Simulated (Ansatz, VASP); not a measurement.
# Au in VASP and in Ansatz

POSCAR

```
Au
1.0
    0.0000000000      2.0050158411      2.0050158411
    2.0050158411      0.0000000000      2.0050158411
    2.0050158411      2.0050158411      0.0000000000
Au
1
Direct
    0.0000000000      0.0000000000      0.0000000000
```

INCAR.step1

```
SYSTEM = Au
  PREC = Accurate
  ENCUT = 520
  ISMEAR = -1
  SIGMA = 0.1
  LREAL = .FALSE.
  LASPH = .TRUE.
  NELM = 80
  NBANDS = 12
  GGA = PE
  ALGO = Normal
  EDIFF = 1E-4
  LWAVE = .TRUE.
  LCHARG = .FALSE.
```

INCAR.step2

```
SYSTEM = Au
  PREC = Accurate
  ENCUT = 520
  EDIFF = 1E-6
  ISMEAR = -1
  SIGMA = 0.1
  LREAL = .FALSE.
  LASPH = .TRUE.
  NELM = 80
  ALGO = Normal
  ISIF = 2
  LWAVE = .FALSE.
  LCHARG = .TRUE.
  METAGGA = R2SCAN
  LMIXTAU = .TRUE.
  LELF = .TRUE.
  LVHAR = .TRUE.
  NBANDS = 12
  ISTART = 1
```

File KPOINTS:

```
Automatic mesh
0
G
  22 22 22
  0 0 0
```

Input for Ansatz:

```yaml
crystal:
  lattice:
    - [0.0, 2.0050158411, 2.0050158411]
    - [2.0050158411, 0.0, 2.0050158411]
    - [2.0050158411, 2.0050158411, 0.0]
  atoms:
    - { symbol: Au, position: [0.0, 0.0, 0.0] }
hamiltonian:
  xc: r2scan
  pseudopotentials:
    kind: paw
    azcp:
      Au: "pseudopotentials/Au.paw.azcp"
basis:
  ecutwfc: 500
  fft_grid_basis: typed
kpoints:
  mp_grid: { grid: [22, 22, 22], shift: [0, 0, 0] }
magnetization:
  spin_polarized: false
scf:
  occupations: { method: fermi_dirac, width: 0.1 }
output:
  stress: true
```

Alike in both runs: task single point; functional r2SCAN; k mesh 22 × 22 × 22; occupations fermi-dirac, width 0.1 eV; no spin polarisation.

|  | VASP | Ansatz |
| --- | --- | --- |
| version | VASP 6.6.1 | Ansatz 0.2.0 |
| potentials or method | VASP PAW PBE potentials, release 64 (Au), cutoff 520 eV | plane waves (500 eV) with PAW, scalar-relativistic |
| valence electrons in the cell | 11 | 19 |

```csv
,VASP,Ansatz,Ansatz less VASP
pressure (GPa),17.2,16.6,-0.52
```

VASP's potentials were made for PBE, not for r2SCAN. The functional is the same, so the differences come from potentials, cutoffs and numerics. VASP's potentials hold 11 valence electrons a cell and Ansatz's 19, so a difference there can come from the potentials and not from the codes.

Neither program's run includes spin-orbit coupling.
